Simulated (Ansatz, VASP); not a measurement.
**Two plane-wave programs on CaCuH2**

```
Ca Cu H
1.0
     3.51006    0.00000    0.00000
     0.00000    3.51006    0.00000
     0.00000    0.00000    5.03031
Ca Cu H
1 1 2
Direct
  0.00000 0.00000 0.00000
  0.50000 0.50000 0.50000
  0.00000 0.50000 0.24329
  0.50000 0.00000 0.75671
```

Change from the starting cell: species swapped into the InAgTe2 type (P-4m2, No. 115).

Alike in both runs: task relaxation of cell and atoms; functional PBE; k mesh 6 × 6 × 4; occupations gaussian, width 0.1 eV; no spin polarisation.

```csv
,VASP,Ansatz
version,VASP 6.6.1,Ansatz 0.2.0
potentials or method,"VASP PAW PBE potentials, release 64 (Ca_sv, Cu, H), cutoff 600 eV","scalar-relativistic, plane waves, PAW"
valence electrons in the cell,23,31
```

Ansatz gave:

| Quantity | Value |
| --- | --- |
| gap on the k mesh at the Fermi level, each at its own relaxed structure (eV) | none |
| relaxed volume (Å³/atom) | 11.43 |
| relaxed cell length with the largest relative difference (Å) | 3.480 |

Q: Estimate VASP's values.

A: gap on the k mesh at the Fermi level, each at its own relaxed structure (eV): none; relaxed volume (Å³/atom): 11.50; relaxed cell length with the largest relative difference (Å): 3.497.

A gap of «none» marks a metal or a gap that the smearing closes. VASP's potentials hold 23 valence electrons a cell and Ansatz's 31, so a difference there can come from the potentials and not from the codes.

Noted on VASP's run: the volume moved by over 15 % at a fixed basis, so the end points are rough.
